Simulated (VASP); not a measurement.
TePb:

```
Pb Te
1.0
     0.00000    3.26784    3.26784
     3.26784    0.00000    3.26784
     3.26784    3.26784    0.00000
Pb Te
1 1
Direct
  0.00000 0.00000 0.00000
  0.50000 0.50000 0.50000
```

Base run:

- Program: VASP 6.6.1
- Functional: PBE
- Potentials or basis: VASP PAW PBE potentials, release 64 (Pb_d, Te)
- Cutoff: 500 eV
- k mesh: 6 × 6 × 6
- Occupations: methfessel-paxton, width 0.001 eV
- Spin: no spin polarisation

Its results: band gap on the k mesh 0.80 eV; pressure 0.6 GPa.

The run is repeated on the same cell with these changes: k mesh from 6 × 6 × 6 to 2 × 2 × 2; occupations from methfessel-paxton, width 0.001 eV to gaussian, width 0.01 eV. What comes out?

Band gap on the k mesh 0.65 eV; pressure 7.2 GPa.

Caveats: some runs use coarse meshes; the structure was generated, so it needn't be the stable form of TePb; spin-orbit coupling is left out, which moves the levels of the heavy elements.

A k mesh can miss the band edges.
